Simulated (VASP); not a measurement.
# Ga (Cmcm) in VASP: settings compared, part 2 of 2

VASP 6.6.1. Earlier steps stand in the parts before.

## (5) Single point, PBEsol-based global hybrid with 25 % exact exchange

This run uses another cell than the first one, of 17.92 Å³/atom.

POSCAR reads:

```
Ga
1.0
    1.3906732645     -3.9075640657      0.0000000000
    1.3906732645      3.9075640657      0.0000000000
    0.0000000000      0.0000000000      3.2969679797
Ga
2
Direct
    0.1380819771      0.8619180229      0.7500000000
    0.8619180229      0.1380819771      0.2500000000
```

INCAR.step1 reads:

```
PREC     = Accurate       # precision mode
ENCUT    = 520            # plane-wave cutoff, eV
EDIFF    = 1E-5           # SCF threshold, eV
ISMEAR   = -1             # smearing method
SIGMA    = 0.05           # smearing width, eV
LREAL    = False          # projectors in reciprocal space
LASPH    = True           # aspherical terms in the spheres
NELM     = 80             # most SCF steps
ALGO     = Normal         # electronic algorithm
ISIF     = 2              # what is computed and relaxed
LWAVE    = True           # write WAVECAR
NBANDS   = 20             # bands
GGA      = PE             # functional
```

INCAR.step2 reads:

```
PREC     = Accurate       # precision mode
ENCUT    = 520            # plane-wave cutoff, eV
EDIFF    = 1E-6           # SCF threshold, eV
ISMEAR   = -1             # smearing method
SIGMA    = 0.05           # smearing width, eV
LREAL    = False          # projectors in reciprocal space
LASPH    = True           # aspherical terms in the spheres
NELM     = 80             # most SCF steps
ALGO     = Normal         # electronic algorithm
ISIF     = 2              # what is computed and relaxed
LWAVE    = False          # write WAVECAR
LCHARG   = True           # write CHGCAR
GGA      = PS             # functional
LHFCALC  = True           # exact exchange
AEXX     = 0.25           # exact-exchange fraction
PRECFOCK = Normal       
LELF     = True           # ELF
LVHAR    = True         
NBANDS   = 20             # bands
ISTART   = 1
```

KPOINTS reads:

```
Automatic mesh
0
Gamma
  5 5 4
```

Potentials or basis: VASP PAW PBE potentials, release 64 (Ga_d).

Run with:

```
> cat potpaw_PBE.64/Ga_d/POTCAR > POTCAR
> cp INCAR.step1 INCAR
> mpirun -np 1 vasp_std > vasp.out
> cp INCAR.step2 INCAR
> mpirun -np 1 vasp_std > vasp.out
```

OUTCAR:

```text
PREC = Accurate
   ENCUT = 520
   EDIFF = 1E-6
   ISMEAR = -1
   LREAL = False
   LASPH = True
   NELM = 80
   ISIF = 2
   GGA = PS
   LHFCALC = True
   AEXX = 0.25
   PRECFOCK = Normal
   ISTART = 1

 ion  position               nearest neighbor table
   1  0.138  0.862  0.750-   2 2.72   2 2.72   2 2.78   2 2.78   2 2.78   2 2.78
   2  0.862  0.138  0.250-   1 2.72   1 2.72   1 2.78   1 2.78   1 2.78   1 2.78

  LATTYP: Found a base centered orthorhombic cell.
 ALAT       =     2.7813465290
 B/A-ratio  =     2.8098361890
 C/A-ratio  =     1.1853855481

  Lattice vectors:

 A1 = (   1.3906732645,  -3.9075640657,   0.0000000000)
 A2 = (   1.3906732645,   3.9075640657,   0.0000000000)
 A3 = (   0.0000000000,   0.0000000000,   3.2969679797)

Analysis of symmetry for initial positions (statically):
=====================================================================
 Subroutine PRICEL returns:
 Original cell was already a primitive cell.

 Routine SETGRP: Setting up the symmetry group for a
 base centered orthorhombic supercell.

 Subroutine GETGRP returns: Found  8 space group operations
 (whereof  4 operations were pure point group operations)
 out of a pool of  8 trial point group operations.

The static configuration has the point symmetry C_2h.
 The point group associated with its full space group is D_2h.

Analysis of symmetry for dynamics (positions and initial velocities):
=====================================================================
 Subroutine PRICEL returns:
 Original cell was already a primitive cell.

 Routine SETGRP: Setting up the symmetry group for a
 base centered orthorhombic supercell.

 Subroutine GETGRP returns: Found  8 space group operations
 (whereof  4 operations were pure point group operations)
 out of a pool of  8 trial point group operations.

The dynamic configuration has the point symmetry C_2h.
 The point group associated with its full space group is D_2h.

 Subroutine INISYM returns: Found  8 space group operations
 (whereof  4 operations are pure point group operations),
 and found     1 'primitive' translations

----------------------------------------------------------------------------------------

                                     Primitive cell

  volume of cell :      35.8324

  direct lattice vectors                    reciprocal lattice vectors
     1.390673264 -3.907564066  0.000000000     0.359538083 -0.127956955  0.000000000
     1.390673264  3.907564066  0.000000000     0.359538083  0.127956955  0.000000000
     0.000000000  0.000000000  3.296967980     0.000000000  0.000000000  0.303308982

  length of vectors
     4.147653440  4.147653440  3.296967980     0.381628898  0.381628898  0.303308982

  position of ions in fractional coordinates (direct lattice)
     0.138081977  0.861918023  0.750000000
     0.861918023  0.138081977  0.250000000

  ion indices of the primitive-cell ions
   primitive index   ion index
                 1           1
                 2           2

----------------------------------------------------------------------------------------

 KPOINTS: Automatic mesh

Automatic generation of k-mesh.
 Grid dimensions read from file:
[... 25 lines left out ...]
  0.200000  0.200000  0.000000      2.000000
  0.400000  0.200000  0.000000      4.000000
 -0.400000  0.200000  0.000000      4.000000
[... 16 lines left out ...]
  0.400000  0.200000  0.500000      4.000000
 -0.400000  0.200000  0.500000      4.000000
 [... further k-points ...]
   k-points           NKPTS =     27   k-points in BZ     NKDIM =    100   number of bands    NBANDS=     20
   number of dos      NEDOS =    301   number of ions     NIONS =      2
   total plane-waves  NPLWV =  28672
   dimension x,y,z NGX =    32 NGY =   32 NGZ =   28
   dimension x,y,z NGXF=    64 NGYF=   64 NGZF=   56
   ions per type =               2
   NGX,Y,Z   is equivalent  to a cutoff of  12.83, 12.83, 14.12 a.u.
   NGXF,Y,Z  is equivalent  to a cutoff of  25.65, 25.65, 28.24 a.u.
 SYSTEM =  unknown system
   PREC   = accura    normal or accurate (medium, high low for compatibility)
   ISTART =      1    job   : 0-new  1-cont  2-samecut
   ICHARG =      0    charge: 1-file 2-atom 10-const
   ISPIN  =      1    spin polarized calculation?
   LNONCOLLINEAR =      F non collinear calculations
   LSORBIT =      F    spin-orbit coupling
   LASPH  =      T    aspherical Exc in radial PAW
   ENCUT  =  520.0 eV  38.22 Ry    6.18 a.u.   7.71  7.71  6.13*2*pi/ulx,y,z
   NELM   =     80;   NELMIN=  2; NELMDL=  0     # of ELM steps
   EDIFF  = 0.1E-05   stopping-criterion for ELM
   LREAL  =      F    real-space projection
   EDIFFG = 0.1E-04   stopping-criterion for IOM
   NSW    =      0    number of steps for IOM
   IBRION =     -1    ionic relax: 0-MD 1-quasi-New 2-CG
   NFREE  =      0    steps in history (QN), initial steepest desc. (CG)
   ISIF   =      2    stress and relaxation
   ISYM   =      3    0-nonsym 1-usesym 2-fastsym
   POTIM  = 0.5000    time-step for ionic-motion
   TEBEG  =    0.0;   TEEND  =   0.0 temperature during run
   PSTRESS=    0.0 pullay stress
   NELECT =      26.0000    total number of electrons
   NUPDOWN=      -1.0000    fix difference up-down
   EMIN   =  10.00;   EMAX   =-10.00  energy-range for DOS
   EFERMI =   0.00;   METHOD = LEGACY
   ISMEAR =    -1;   SIGMA  =   0.05  broadening in eV -4-tet -1-fermi 0-gaus
   EFERMI_NEDOS =   21; number of points for ismear=-14 and -15
   IALGO  =     38    algorithm
   IMIX   =      1    mixing-type and parameters
     AMIX     =   0.40;   BMIX     =  1.00
     AMIX_MAG =   1.60;   BMIX_MAG =  1.00
  volume/ion in A,a.u.               =      17.92       120.90
  Fermi-wavevector in a.u.,A,eV,Ry     =   1.471095  2.779966 29.444635  2.164120
  Thomas-Fermi vector in A             =   2.586272
   LORBIT       =      0    0 simple, 1 ext, 2 COOP (PROOUT), +10 PAW based schemes
   GGA     = PS    functional components
   LHFCALC =     T    Hartree Fock is set to
   PRECFOCK=normal    Normal, Fast or Accurate (Low or Medium for compatibility)
   ENCUT4O =  -1.0   cutoff for four orbital integrals eV
   NKREDX  =     1    reduce k-point grid by
   NKREDY  =     1    reduce k-point grid by
   NKREDZ  =     1    reduce k-point grid by
   AEXX    =    0.2500 exact exchange contribution
   HFSCREEN=    0.0000 screening length (either q_TF or 0.3 A-1)
   HFSCREENC=   0.0000 screening length for correlation (either q_TF or 0.3 A-1)
   ENCUTFOCK=  -1.0 apply spherical cutoff to Coloumb kernel
   IVDW    =     0    specifies the selected vdW correction
   LEPSILON=     F    determine dielectric tensor
   LRPA    =     F    only Hartree local field effects (RPA)
 non-spin polarized calculation
  energy-cutoff  :      520.00
  volume of cell :       35.83
 maximum number of plane-waves:       988
  NGX = 24; NGY = 24; NGZ = 20

 number of electron      26.0000003 magnetization

 Free energy of the ion-electron system (eV)
  ---------------------------------------------------
  ext. energy  EPLUGINS =         0.00000000
  ---------------------------------------------------
  free energy    TOTEN  =        -7.93233247 eV

  energy without entropy =       -7.92931827  energy(sigma->0) =       -7.93082537

 E-fermi :   5.7105     XC(G=0):  -8.9236

 val. band max:        5.6132281406   @ k =   0.4000   0.0000   0.5000
 cond. band min:       6.6507030177   @ k =   0.4000   0.2000   0.5000
 fundamental gap:      1.0374748771
 Fermi energy:         5.7105181423

 k-point     1 :       0.0000    0.0000    0.0000
  band No.  band energies     occupation
      1     -12.6260      2.00000
      2     -12.6191      2.00000
      3     -12.5527      2.00000
      4     -12.5284      2.00000
      5     -12.2990      2.00000
      6     -12.2940      2.00000
[... 541 lines left out ...]
     19      19.3973      0.00000
     20      19.3973      0.00000

 [... further k-points ...]

------------------------ aborting loop because EDIFF is reached ----------------------------------------

  FORCE on cell =-STRESS in cart. coord.  units (eV):
  Direction    XX          YY          ZZ          XY          YZ          ZX
  --------------------------------------------------------------------------------------
  -------------------------------------------------------------------------------------
  Total        0.0326951     -0.0156268      0.0412364      0.0000000     -0.0000000      0.0000000
  in kB        1.4618979     -0.6987207      1.8438065      0.0000000     -0.0000000      0.0000000
  external PRESSURE =       0.8689946 kB  Pullay stress =       0.0000000 kB

 VOLUME and BASIS-vectors are now :
 -----------------------------------------------------------------------------
  energy-cutoff  :      520.00
  volume of cell :       35.83
      direct lattice vectors                 reciprocal lattice vectors
     1.390673264 -3.907564066  0.000000000     0.359538083 -0.127956955  0.000000000
     1.390673264  3.907564066  0.000000000     0.359538083  0.127956955  0.000000000
     0.000000000  0.000000000  3.296967980     0.000000000  0.000000000  0.303308982

 POSITION                                       TOTAL-FORCE (eV/Angst)
 -----------------------------------------------------------------------------------
      1.39067      2.82844      2.47273         0.000000      0.002729     -0.000000
      1.39067     -2.82844      0.82424         0.000000     -0.002729      0.000000
 -----------------------------------------------------------------------------------
    total drift:                                0.000000      0.000000      0.000000

  FREE ENERGIE OF THE ION-ELECTRON SYSTEM (eV)
  ---------------------------------------------------
  free  energy   TOTEN  =        -7.9323324654 eV

  energy  without entropy=       -7.9293182722  energy(sigma->0) =       -7.93082537
```

It took 28 min on 1 thread of Intel Xeon 6975P-C (Granite Rapids), shared host; peak memory 0.19 GiB.

Results:

```yaml
Free_energy: -7.9323 eV
Pressure: 0.1 GPa
Band_gap_on_the_k_mesh: zero (bands 13 and 14 overlap by 8.71 eV)
```

Forces in eV/Å, atoms in the order of the input:
```
Ga   0.000  0.003  0.000
Ga   0.000 -0.003  0.000
```

Caveat: the k points lie up to 0.48 Å⁻¹ apart, too coarse for converged energies and pressures of a metal; the PAW data sets were made with another functional, which shifts forces and pressure a little.

## (6) Single point, PBE

This run uses another cell than the first one, of 17.94 Å³/atom.

INCAR reads:

```
PREC = Accurate
ENCUT = 520
EDIFF = 1E-6
ISMEAR = -1
SIGMA = 0.05
LREAL = F
LASPH = T
NELM = 60
ALGO = Normal
ISIF = 2
LWAVE = F
LCHARG = F
GGA = PE
NBANDS = 20
```

KPOINTS reads:

```
regular mesh
0
Gamma
  8 8 7
```

POSCAR reads:

```
Ga
1.0
    1.4500000000     -4.0650000000      0.0000000000
    1.4500000000      4.0650000000      0.0000000000
    0.0000000000      0.0000000000      3.0432000000
Ga
2
Direct
    0.1330000000      0.8670000000      0.7500000000
    0.8670000000      0.1330000000      0.2500000000
```

Potentials or basis: VASP PAW PBE potentials, release 64 (Ga_d).

Run with:

```
> cat potpaw_PBE.64/Ga_d/POTCAR > POTCAR
> mpirun -np 1 vasp_std > vasp.out
```

Run time: 50 s. Hardware: 1 thread of Intel Xeon 8259CL, shared host; peak memory 0.19 GiB.

Results (log left out):

```yaml
Free_energy: -5.7210 eV
Pressure: 4.1 GPa
Largest_force: 0.285 eV/Å
Band_gap_on_the_k_mesh: zero (bands 13 and 14 overlap by 8.70 eV)
```

Forces in eV/Å, atoms in the order of the input:
```
Ga   0.000 -0.285  0.000
Ga   0.000  0.285  0.000
```

Stress tensor (GPa, compression positive):
```
1.73 0.00 0.00
0.00 5.51 0.00
0.00 0.00 5.08
```

Levels at points of the mesh, in eV from the Fermi level:
| k point | band 11 | band 12 | band 13 | band 14 | band 15 | band 16 |
| --- | --- | --- | --- | --- | --- | --- |
| (0.00, 0.00, 0.00) | -11.65 | -2.69 | -1.80 | 3.68 | 7.41 | 7.46 |
| (0.50, 0.00, 0.00) | -7.11 | -5.80 | -2.15 | -0.72 | 6.44 | 7.50 |
| (0.50, 0.50, 0.00) | -9.62 | -8.98 | 5.39 | 5.93 | 6.67 | 7.78 |

Caveat: the cell stands under pressure.

## (7) Summary

| level | cell | k mesh | grid for exact exchange (PRECFOCK) | share of exact exchange | gap on the mesh (eV) | pressure (GPa) | largest force (eV/Å) |
| --- | --- | --- | --- | --- | --- | --- | --- |
| PBE | a = 4.228, b = 4.228, c = 3.105 Å, angles 90.0, 90.0, 140.7°, 2 atoms, atomic positions A | 10 × 10 × 8 | - | - | none | 5.5 | 0.24 |
| PBE | a = 4.373, b = 4.373, c = 3.212 Å, angles 90.0, 90.0, 140.7°, 2 atoms, atomic positions A | 10 × 10 × 8 | - | - | none | -0.6 | 0.20 |
| PBE | a = 4.401, b = 4.401, c = 3.232 Å, angles 90.0, 90.0, 140.7°, 2 atoms, atomic positions A | 10 × 10 × 8 | - | - | none | -1.3 | 0.19 |
| PBEsol-based global hybrid with 25 % exact exchange | a = 4.148, b = 4.148, c = 3.297 Å, angles 90.0, 90.0, 140.8°, 2 atoms, atomic positions B | 5 × 5 × 4 | Normal | 0.25 | none | 0.1 | - |
| PBE | a = 4.316, b = 4.316, c = 3.043 Å, angles 90.0, 90.0, 140.7°, 2 atoms, atomic positions A | 8 × 8 × 7 | - | - | none | 4.1 | 0.28 |

Alike in all rows: task single point; potentials or basis VASP PAW PBE potentials, release 64 (Ga_d); no spin polarisation; cutoff (eV) 520; smearing fermi-dirac 0.05 eV.

Caveats: some runs use coarse meshes; the cell stands under pressure (at least some runs); the PAW data sets were made with another functional, which shifts forces and pressure a little (at least some runs).

Total energies depend on the potentials used, so only differences within one code and one set of settings carry meaning.

The gap in the log of VASP goes by the Fermi energy; the results here count the filled bands.